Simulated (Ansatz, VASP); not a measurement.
## B in VASP and in Ansatz

The input INCAR:

```
SYSTEM = B
PREC = Accurate
ENCUT = 600
EDIFF = 1E-7
ISMEAR = 0
SIGMA = 0.1
LREAL = .FALSE.
LASPH = .TRUE.
NELM = 60
ALGO = Normal
ISIF = 3
LWAVE = .FALSE.
LCHARG = .FALSE.
GGA = PE
IBRION = 2
NSW = 90
EDIFFG = -0.04
```

The input KPOINTS:

```
Automatic mesh
0
G
  4 4 10
  0 0 0
```

File POSCAR:

```
B
1.0
    4.1769265100      0.0000000000      0.0000000000
    0.0000000000      4.1769265100      0.0000000000
    0.0000000000      0.0000000000      1.7306782100
B
4
Direct
    0.2070418300      0.5000000000      0.0000000000
    0.7929581700      0.5000000000      0.0000000000
    0.5000000000      0.2070418300      0.0000000000
    0.5000000000      0.7929581700      0.0000000000
```

Input for Ansatz:

```yaml
crystal:
  lattice:
    - [4.17692651, 0.0, 0.0]
    - [0.0, 4.17692651, 0.0]
    - [0.0, 0.0, 1.73067821]
  atoms:
    - { symbol: B, position: [0.20704183, 0.5, 0.0] }
    - { symbol: B, position: [0.79295817, 0.5, 0.0] }
    - { symbol: B, position: [0.5, 0.20704183, 0.0] }
    - { symbol: B, position: [0.5, 0.79295817, 0.0] }
basis:
  ecutwfc: 420
kpoints:
  mp_grid: { grid: [4, 4, 10] }
hamiltonian:
  xc: pbe
scf:
  occupations: { method: gaussian, width: 0.1 }
  lower_state_search: "off"
output:
  forces: true
  stress: true
  eigenvalues: true
relax:
  adjacent_minimum: "off"
  f_tol: 0.04
  max_steps: 70
  cell: { stress_tol: 0.4 }
```

Alike in both runs: task relaxation of cell and atoms; functional PBE; k mesh 4 × 4 × 10; occupations gaussian, width 0.1 eV; no spin polarisation.

|  | VASP | Ansatz |
| --- | --- | --- |
| version | VASP 6.6.1 | Ansatz 0.2.0 |
| potentials or method | VASP PAW PBE potentials, release 64 (B), cutoff 600 eV | scalar-relativistic, plane waves, PAW |
| valence electrons in the cell | 12 | 12 |

Ansatz gave:

| Property | Result |
| --- | --- |
| gap on the k mesh at the Fermi level, each at its own relaxed structure (eV) | none |
| relaxed volume (Å³/atom) | 8.47 |
| relaxed cell length with the largest relative difference (Å) | 1.919 |

**Question.** Estimate VASP's values.

**Answer.** gap on the k mesh at the Fermi level, each at its own relaxed structure (eV): none; relaxed volume (Å³/atom): 8.47; relaxed cell length with the largest relative difference (Å): 1.918.

A gap of «none» marks a metal or a gap that the smearing closes.

The k mesh is coarse, so the values compare programs but aren't converged.
